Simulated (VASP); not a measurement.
# TePb (Pm-3m) in VASP: notebook

The runs below take TePb through single point, with PBE+D3(BJ).

Program: VASP 6.6.1. These are calculated values, not measurements. Logs are shortened: lines on timing, memory, paths and dates and some standing lists are left out, and cuts for length are marked.

### 1 The cell of the first run

It takes space group Pm-3m (No. 221, cubic). The conventional cell has a = 3.887 Å, b = 3.887 Å, c = 3.887 Å, α = 90.00°, β = 90.00°, γ = 90.00°. Within 4.4 Å of Te (site symmetry m-3m) lie 8 Pb at 3.37 Å and 6 Te at 3.89 Å. Within 4.4 Å of Pb (site symmetry m-3m) lie 8 Te at 3.37 Å and 6 Pb at 3.89 Å.

### 2 Single point, PBE+D3(BJ) (volume scaled by 0.97)

File INCAR:

```
SYSTEM = TePb
PREC = Accurate
ENCUT = 520
EDIFF = 1E-6
ISMEAR = 0
SIGMA = 0.1
LREAL = .False.
LASPH = .True.
NELM = 60
ALGO = Normal
ISIF = 2
LWAVE = .False.
LCHARG = .False.
GGA = PE
IVDW = 12
NBANDS = 17
```

File KPOINTS:

```
Automatic mesh
0
Gamma
  10 10 10
  0 0 0
```

File POSCAR:

```
TePb
1.0
    3.8870626066      0.0000000000      0.0000000000
    0.0000000000      3.8870626066      0.0000000000
    0.0000000000      0.0000000000      3.8870626066
Te Pb
1 1
Direct
    0.5000000000      0.5000000000      0.5000000000
    0.0000000000      0.0000000000      0.0000000000
```

Potentials or basis: VASP PAW PBE potentials, release 64 (Te, Pb_d).

The run is started by

```bash
cat potpaw_PBE.64/Te/POTCAR potpaw_PBE.64/Pb_d/POTCAR > POTCAR
mpirun -np 1 vasp_std > vasp.out
```

OUTCAR:

```text
SYSTEM = TePb
   PREC = Accurate
   ENCUT = 520
   EDIFF = 1E-6
   ISMEAR = 0
   LREAL = .False.
   LASPH = .True.
   NELM = 60
   ISIF = 2
   GGA = PE
   IVDW = 12
 IVDW          = 12

 ion  position               nearest neighbor table
   1  0.500  0.500  0.500-   2 3.37   2 3.37   2 3.37   2 3.37   2 3.37   2 3.37   2 3.37   2 3.37

   2  0.000  0.000  0.000-   1 3.37   1 3.37   1 3.37   1 3.37   1 3.37   1 3.37   1 3.37   1 3.37

  LATTYP: Found a simple cubic cell.
 ALAT       =     3.8870626066

  Lattice vectors:

 A1 = (   3.8870626066,   0.0000000000,   0.0000000000)
 A2 = (   0.0000000000,   3.8870626066,   0.0000000000)
 A3 = (   0.0000000000,   0.0000000000,   3.8870626066)

Analysis of symmetry for initial positions (statically):
=====================================================================
 Subroutine PRICEL returns:
 Original cell was already a primitive cell.

 Routine SETGRP: Setting up the symmetry group for a
 simple cubic supercell.

 Subroutine GETGRP returns: Found 48 space group operations
 (whereof 48 operations were pure point group operations)
 out of a pool of 48 trial point group operations.

The static configuration has the point symmetry O_h .

Analysis of symmetry for dynamics (positions and initial velocities):
=====================================================================
 Subroutine PRICEL returns:
 Original cell was already a primitive cell.

 Routine SETGRP: Setting up the symmetry group for a
 simple cubic supercell.

 Subroutine GETGRP returns: Found 48 space group operations
 (whereof 48 operations were pure point group operations)
 out of a pool of 48 trial point group operations.

The dynamic configuration has the point symmetry O_h .

 Subroutine INISYM returns: Found 48 space group operations
 (whereof 48 operations are pure point group operations),
 and found     1 'primitive' translations

----------------------------------------------------------------------------------------

                                     Primitive cell

  volume of cell :      58.7306

  direct lattice vectors                    reciprocal lattice vectors
     3.887062607  0.000000000  0.000000000     0.257263672  0.000000000  0.000000000
     0.000000000  3.887062607  0.000000000     0.000000000  0.257263672  0.000000000
     0.000000000  0.000000000  3.887062607     0.000000000  0.000000000  0.257263672

  length of vectors
     3.887062607  3.887062607  3.887062607     0.257263672  0.257263672  0.257263672

  position of ions in fractional coordinates (direct lattice)
     0.500000000  0.500000000  0.500000000
     0.000000000  0.000000000  0.000000000

  ion indices of the primitive-cell ions
   primitive index   ion index
                 1           1
                 2           2

----------------------------------------------------------------------------------------

 KPOINTS: Automatic mesh

Automatic generation of k-mesh.
 Grid dimensions read from file:
 generate k-points for:   10   10   10

 Generating k-lattice:

  Cartesian coordinates                     Fractional coordinates (reciprocal lattice)
     0.025726367  0.000000000  0.000000000     0.100000000  0.000000000  0.000000000
     0.000000000  0.025726367  0.000000000     0.000000000  0.100000000  0.000000000
     0.000000000  0.000000000  0.025726367     0.000000000  0.000000000  0.100000000

  Length of vectors
     0.025726367  0.025726367  0.025726367

  Shift w.r.t. Gamma in fractional coordinates (k-lattice)
     0.000000000  0.000000000  0.000000000

 Subroutine IBZKPT returns following result:
 ===========================================

 Found     56 irreducible k-points:

 Following reciprocal coordinates:
            Coordinates               Weight
  0.000000  0.000000  0.000000      1.000000
  0.100000  0.000000  0.000000      6.000000
  0.200000  0.000000  0.000000      6.000000
  0.300000  0.000000  0.000000      6.000000
  0.400000  0.000000  0.000000      6.000000
  0.500000  0.000000  0.000000      3.000000
[... 16 lines left out ...]
  0.200000  0.100000  0.100000     24.000000
  0.300000  0.100000  0.100000     24.000000
 [... further k-points ...]
   k-points           NKPTS =     56   k-points in BZ     NKDIM =     56   number of bands    NBANDS=     17
   number of dos      NEDOS =    301   number of ions     NIONS =      2
   total plane-waves  NPLWV =  27000
   dimension x,y,z NGX =    30 NGY =   30 NGZ =   30
   dimension x,y,z NGXF=    60 NGYF=   60 NGZF=   60
   ions per type =               1   1
   NGX,Y,Z   is equivalent  to a cutoff of  12.83, 12.83, 12.83 a.u.
   NGXF,Y,Z  is equivalent  to a cutoff of  25.66, 25.66, 25.66 a.u.
 SYSTEM =  TePb
   PREC   = accura    normal or accurate (medium, high low for compatibility)
   ISTART =      0    job   : 0-new  1-cont  2-samecut
   ICHARG =      2    charge: 1-file 2-atom 10-const
   ISPIN  =      1    spin polarized calculation?
   LNONCOLLINEAR =      F non collinear calculations
   LSORBIT =      F    spin-orbit coupling
   LASPH  =      T    aspherical Exc in radial PAW
   ENCUT  =  520.0 eV  38.22 Ry    6.18 a.u.   7.23  7.23  7.23*2*pi/ulx,y,z
   NELM   =     60;   NELMIN=  2; NELMDL= -5     # of ELM steps
   EDIFF  = 0.1E-05   stopping-criterion for ELM
   LREAL  =      F    real-space projection
   EDIFFG = 0.1E-04   stopping-criterion for IOM
   NSW    =      0    number of steps for IOM
   IBRION =     -1    ionic relax: 0-MD 1-quasi-New 2-CG
   NFREE  =      0    steps in history (QN), initial steepest desc. (CG)
   ISIF   =      2    stress and relaxation
   ISYM   =      2    0-nonsym 1-usesym 2-fastsym
   POTIM  = 0.5000    time-step for ionic-motion
   TEBEG  =    0.0;   TEEND  =   0.0 temperature during run
   PSTRESS=    0.0 pullay stress
   NELECT =      20.0000    total number of electrons
   NUPDOWN=      -1.0000    fix difference up-down
   EMIN   =  10.00;   EMAX   =-10.00  energy-range for DOS
   EFERMI =   0.00;   METHOD = LEGACY
   ISMEAR =     0;   SIGMA  =   0.10  broadening in eV -4-tet -1-fermi 0-gaus
   EFERMI_NEDOS =   21; number of points for ismear=-14 and -15
   IALGO  =     38    algorithm
   IMIX   =      4    mixing-type and parameters
     AMIX     =   0.40;   BMIX     =  1.00
     AMIX_MAG =   1.60;   BMIX_MAG =  1.00
  volume/ion in A,a.u.               =      29.37       198.17
  Fermi-wavevector in a.u.,A,eV,Ry     =   1.143220  2.160373 17.782173  1.306953
  Thomas-Fermi vector in A             =   2.279916
   LORBIT       =      0    0 simple, 1 ext, 2 COOP (PROOUT), +10 PAW based schemes
   GGA     = PE    functional components
   LHFCALC =     F    Hartree Fock is set to
   AEXX    =    0.0000 exact exchange contribution
   IVDW    =    12    specifies the selected vdW correction
   LEPSILON=     F    determine dielectric tensor
   LRPA    =     F    only Hartree local field effects (RPA)
 non-spin polarized calculation
 Gauss-broadening in eV      SIGMA  =   0.10
  energy-cutoff  :      520.00
  volume of cell :       58.73
 maximum number of plane-waves:      1600
 NGX is ok and might be reduce to    30
   NGX = 15   NGY = 15   NGZ = 15

 number of electron      19.9999994 magnetization

 Free energy of the ion-electron system (eV)
  ---------------------------------------------------
  ext. energy  EPLUGINS =         0.00000000
  ---------------------------------------------------
  free energy    TOTEN  =        -7.01329463 eV

  energy without entropy =       -7.00647308  energy(sigma->0) =       -7.00988385

 E-fermi :   7.3269     XC(G=0): -10.0940

 val. band max:        7.3086414050   @ k =   0.4000   0.4000   0.3000
 cond. band min:       7.3442670290   @ k =   0.3000   0.1000   0.1000
 fundamental gap:      0.0356256240
 Fermi energy:         7.3269230092

 k-point     1 :       0.0000    0.0000    0.0000
  band No.  band energies     occupation
      1      -9.6966      2.00000
      2      -9.6966      2.00000
      3      -9.5876      2.00000
      4      -9.5876      2.00000
      5      -9.5876      2.00000
      6      -5.3527      2.00000
[... 9 lines left out ...]
     16      18.5424      0.00000
     17      18.8119      0.00000

 k-point     2 :       0.1000    0.0000    0.0000
  band No.  band energies     occupation
      1      -9.6961      2.00000
      2      -9.6876      2.00000
      3      -9.5911      2.00000
      4      -9.5911      2.00000
      5      -9.5874      2.00000
      6      -5.2633      2.00000
[... 9 lines left out ...]
     16      18.1607      0.00000
     17      18.1898      0.00000

 k-point     3 :       0.2000    0.0000    0.0000
  band No.  band energies     occupation
      1      -9.6947      2.00000
      2      -9.6644      2.00000
      3      -9.6003      2.00000
      4      -9.6003      2.00000
      5      -9.5868      2.00000
      6      -5.0001      2.00000
[... 9 lines left out ...]
     16      16.8192      0.00000
     17      18.0628      0.00000

 k-point     4 :       0.3000    0.0000    0.0000
  band No.  band energies     occupation
      1      -9.6931      2.00000
      2      -9.6357      2.00000
      3      -9.6115      2.00000
      4      -9.6115      2.00000
      5      -9.5860      2.00000
      6      -4.5841      2.00000
[... 9 lines left out ...]
     16      15.6422      0.00000
     17      18.4193      0.00000
[... 343 lines left out ...]
      1      -9.6823      2.00000
      2      -9.6823      2.00000
      3      -9.5960      2.00000
      4      -9.5939      2.00000
      5      -9.5939      2.00000
      6      -5.0853      2.00000
[... 9 lines left out ...]
     16      17.3836      0.00000
     17      17.3836      0.00000

 k-point    23 :       0.2000    0.1000    0.1000
  band No.  band energies     occupation
      1      -9.6811      2.00000
      2      -9.6587      2.00000
      3      -9.6058      2.00000
      4      -9.6034      2.00000
      5      -9.5934      2.00000
      6      -4.8244      2.00000
[... 9 lines left out ...]
     16      16.7865      0.00000
     17      17.1382      0.00000

 k-point    24 :       0.3000    0.1000    0.1000
  band No.  band energies     occupation
      1      -9.6795      2.00000
      2      -9.6297      2.00000
      3      -9.6183      2.00000
      4      -9.6150      2.00000
      5      -9.5924      2.00000
      6      -4.4145      2.00000
[... 9 lines left out ...]
     16      16.4434      0.00000
     17      16.4760      0.00000

 [... further k-points ...]

------------------------ aborting loop because EDIFF is reached ----------------------------------------

 Edisp (eV)   -0.91802

 E8    (eV) :    -0.4413

  FORCE on cell =-STRESS in cart. coord.  units (eV):
  Direction    XX          YY          ZZ          XY          YZ          ZX
  --------------------------------------------------------------------------------------
  -------------------------------------------------------------------------------------
  Total       0.50582     0.50582     0.50582    -0.00000    -0.00000     0.00000
  in kB      13.79879    13.79879    13.79879    -0.00000    -0.00000     0.00000
  external pressure =       13.80 kB  Pullay stress =        0.00 kB

 VOLUME and BASIS-vectors are now :
 -----------------------------------------------------------------------------
  energy-cutoff  :      520.00
  volume of cell :       58.73
      direct lattice vectors                 reciprocal lattice vectors
     3.887062607  0.000000000  0.000000000     0.257263672  0.000000000  0.000000000
     0.000000000  3.887062607  0.000000000     0.000000000  0.257263672  0.000000000
     0.000000000  0.000000000  3.887062607     0.000000000  0.000000000  0.257263672

 POSITION                                       TOTAL-FORCE (eV/Angst)
 -----------------------------------------------------------------------------------
      1.94353      1.94353      1.94353         0.000000      0.000000      0.000000
      0.00000      0.00000      0.00000         0.000000      0.000000      0.000000
 -----------------------------------------------------------------------------------
    total drift:                                0.000000     -0.000000     -0.000000

  FREE ENERGIE OF THE ION-ELECTRON SYSTEM (eV)
  ---------------------------------------------------
  free  energy   TOTEN  =        -7.9313176717 eV

  energy  without entropy=       -7.9244961262  energy(sigma->0) =       -7.92790690
```

It took 58 s on 1 thread of Intel Xeon Platinum 8259CL at 2.50GHz (Skylake/Cascade Lake), shared host; peak memory 0.21 GiB.

Results:

```
Free energy                : -7.9313 eV
Pressure                   : 1.4 GPa
Band gap on the k mesh     : zero (band 10 reaches 7.65 eV, above the bottom of band 11 at 6.13 eV)
Dispersion energy per atom : -0.459 eV
```

Levels at points of the mesh, in eV from the Fermi level:
```
           k point  band 7  band 8  band 9  band 10  band 11  band 12  band 13  band 14
(0.00, 0.00, 0.00)   -6.40   -1.69   -1.69    -1.69     3.97     3.97     5.93     5.93
(0.50, 0.00, 0.00)   -9.30   -0.51   -0.08    -0.08     0.41     2.52     2.52     5.26
(0.50, 0.50, 0.00)   -7.86   -4.81   -4.81     0.32     3.91     4.08     4.08     6.27
(0.50, 0.50, 0.50)   -6.94   -2.69   -2.69    -2.69    -1.20    -1.20    -1.20    14.58
```

Caveat: the cell differs from its parent crystal (volume scaled by 0.97); spin-orbit coupling is left out, which moves the levels of the heavy elements; pairwise dispersion overbinds metals, which lowers pressure and volume.

### 3 Single point, PBE+D3(BJ)

This run uses another cell than the first one, of 30.27 Å³/atom, 1.031 times its volume.

File INCAR:

```
SYSTEM = TePb
PREC = Accurate
ENCUT = 520
EDIFF = 1E-7
ISMEAR = 0
SIGMA = 0.1
LREAL = .FALSE.
LASPH = .TRUE.
NELM = 100
ALGO = Normal
ISIF = 2
LWAVE = .FALSE.
LCHARG = .FALSE.
GGA = PE
IVDW = 12
NBANDS = 17
```

File KPOINTS:

```
Automatic mesh
0
G
  10 10 10
  0 0 0
```

File POSCAR:

```
TePb
1.0
    3.9267292504      0.0000000000      0.0000000000
    0.0000000000      3.9267292504      0.0000000000
    0.0000000000      0.0000000000      3.9267292504
Te Pb
1 1
Direct
    0.5000000000      0.5000000000      0.5000000000
    0.0000000000      0.0000000000      0.0000000000
```

Potentials or basis: VASP PAW PBE potentials, release 64 (Te, Pb_d).

The run is started by

```bash
cat potpaw_PBE.64/Te/POTCAR potpaw_PBE.64/Pb_d/POTCAR > POTCAR
mpirun -np 1 vasp_std > vasp.out
```

It took 60 s on 1 thread of Intel Xeon Platinum 8259CL at 2.50GHz (Skylake/Cascade Lake), shared host; peak memory 0.21 GiB.

Results (log left out):

| Property | Result |
| --- | --- |
| Free energy | -7.9391 eV |
| Pressure | -0.1 GPa |
| Band gap on the k mesh | zero (band 10 reaches 7.27 eV, above the bottom of band 11 at 5.85 eV) |
| Dispersion energy per atom | -0.445 eV |

Levels at points of the mesh, in eV from the Fermi level:
```tsv
k point	band 6	band 7	band 8	band 9	band 10	band 11	band 12	band 13	band 14	band 15
(0.00, 0.00, 0.00)	-12.46	-6.51	-1.62	-1.62	-1.62	4.01	4.01	5.72	5.72	5.72
(0.50, 0.00, 0.00)	-10.99	-9.17	-0.58	-0.08	-0.08	0.36	2.48	2.48	5.32	6.95
(0.50, 0.50, 0.00)	-10.14	-7.85	-4.63	-4.63	0.31	3.80	3.98	3.98	6.21	7.20
(0.50, 0.50, 0.50)	-9.72	-6.99	-2.59	-2.59	-2.59	-1.11	-1.11	-1.11	14.24	14.24
```

Caveat: spin-orbit coupling is left out, which moves the levels of the heavy elements; pairwise dispersion overbinds metals, which lowers pressure and volume.

### 4 Single point, PBE+D3(BJ) (volume scaled by 1.03)

File INCAR:

```
  PREC = Accurate
  ENCUT = 520
  EDIFF = 1E-6
  ISMEAR = 0
  SIGMA = 0.1
  LREAL = False
  LASPH = True
  NELM = 60
  ALGO = Normal
  ISIF = 2
  LWAVE = False
  LCHARG = False
  GGA = PE
  IVDW = 12
  NBANDS = 17
```

File KPOINTS:

```
Automatic mesh
0
Gamma
  10 10 10
```

File POSCAR:

```
TePb
1.0
    3.9656102864      0.0000000000      0.0000000000
    0.0000000000      3.9656102864      0.0000000000
    0.0000000000      0.0000000000      3.9656102864
Te Pb
1 1
Direct
    0.5000000000      0.5000000000      0.5000000000
    0.0000000000      0.0000000000      0.0000000000
```

The run is started by

```bash
cat potpaw_PBE.64/Te/POTCAR potpaw_PBE.64/Pb_d/POTCAR > POTCAR
mpirun -np 1 vasp_std > vasp.out
```

Run time: 55 s. Hardware: 1 thread of Intel Xeon Platinum 8259CL at 2.50GHz (Skylake/Cascade Lake), shared host; peak memory 0.22 GiB.

Results (log left out):

```yaml
Free_energy: -7.9319 eV
Pressure: -1.3 GPa
Band_gap_on_the_k_mesh: zero (band 10 reaches 6.92 eV, above the bottom of band 11 at 5.59 eV)
Dispersion_energy_per_atom: -0.433 eV
```

Levels at points of the mesh, in eV from the Fermi level:
| k point | band 7 | band 8 | band 9 | band 10 | band 11 | band 12 | band 13 | band 14 |
| --- | --- | --- | --- | --- | --- | --- | --- | --- |
| (0.00, 0.00, 0.00) | -6.61 | -1.55 | -1.55 | -1.55 | 4.06 | 4.06 | 5.51 | 5.51 |
| (0.50, 0.00, 0.00) | -9.06 | -0.64 | -0.08 | -0.08 | 0.32 | 2.45 | 2.45 | 5.37 |
| (0.50, 0.50, 0.00) | -7.83 | -4.46 | -4.46 | 0.30 | 3.70 | 3.88 | 3.88 | 6.15 |
| (0.50, 0.50, 0.50) | -7.03 | -2.49 | -2.49 | -2.49 | -1.02 | -1.02 | -1.02 | 13.93 |

Caveat: the cell differs from its parent crystal (volume scaled by 1.03); spin-orbit coupling is left out, which moves the levels of the heavy elements; pairwise dispersion overbinds metals, which lowers pressure and volume.

### 5 Single point, PBE+D3(BJ) (volume scaled by 1.06)

File INCAR:

```
  PREC = Accurate
  ENCUT = 520
  EDIFF = 1E-7
  ISMEAR = 0
  SIGMA = 0.1
  LREAL = F
  LASPH = T
  NELM = 100
  ALGO = Normal
  ISIF = 2
  LWAVE = F
  LCHARG = F
  GGA = PE
  IVDW = 12
  NBANDS = 17
```

File KPOINTS:

```
regular mesh
0
Gamma
  10 10 10
```

File POSCAR:

```
TePb
1.0
    4.0037434939      0.0000000000      0.0000000000
    0.0000000000      4.0037434939      0.0000000000
    0.0000000000      0.0000000000      4.0037434939
Te Pb
1 1
Direct
    0.5000000000      0.5000000000      0.5000000000
    0.0000000000      0.0000000000      0.0000000000
```

The run is started by

```bash
cat potpaw_PBE.64/Te/POTCAR potpaw_PBE.64/Pb_d/POTCAR > POTCAR
mpirun -np 1 vasp_std > vasp.out
```

Wall time 78 s (1 thread of Intel Xeon Platinum 8259CL at 2.50GHz (Skylake/Cascade Lake), shared host); peak memory 0.22 GiB.

It converged, with:

* Free energy: -7.9135 eV
* Pressure: -1.8 GPa
* Band gap on the k mesh: zero (band 10 reaches 6.58 eV, above the bottom of band 11 at 5.34 eV)
* Dispersion energy per atom: -0.422 eV

Levels at points of the mesh, in eV from the Fermi level:
```csv
k point,band 6,band 7,band 8,band 9,band 10,band 11,band 12,band 13,band 14,band 15
"(0.00, 0.00, 0.00)",-12.07,-6.69,-1.48,-1.48,-1.48,4.10,4.10,5.32,5.32,5.32
"(0.50, 0.00, 0.00)",-10.74,-8.95,-0.69,-0.08,-0.08,0.28,2.42,2.42,5.43,6.90
"(0.50, 0.50, 0.00)",-10.02,-7.81,-4.29,-4.29,0.30,3.61,3.79,3.79,6.10,6.95
"(0.50, 0.50, 0.50)",-9.65,-7.07,-2.39,-2.39,-2.39,-0.94,-0.94,-0.94,13.63,13.63
```

Caveat: the cell differs from its parent crystal (volume scaled by 1.06); spin-orbit coupling is left out, which moves the levels of the heavy elements; pairwise dispersion overbinds metals, which lowers pressure and volume.

### 6 The runs side by side

```tsv
cell	gap on the mesh (eV)	pressure (GPa)
a = 3.887 Å, 2 atoms	none	1.4
a = 3.927 Å, 2 atoms	none	-0.1
a = 3.966 Å, 2 atoms	none	-1.3
a = 4.004 Å, 2 atoms	none	-1.8
```

Alike in all rows: task single point; level PBE+D3(BJ); potentials or basis VASP PAW PBE potentials, release 64 (Te, Pb_d); no spin polarisation; k mesh 10 × 10 × 10; cutoff (eV) 520; smearing gaussian 0.1 eV.

Caveats: spin-orbit coupling is left out, which moves the levels of the heavy elements; pairwise dispersion overbinds metals, which lowers pressure and volume.

Total energies depend on the potentials used, so only differences within one code and one set of settings carry meaning.
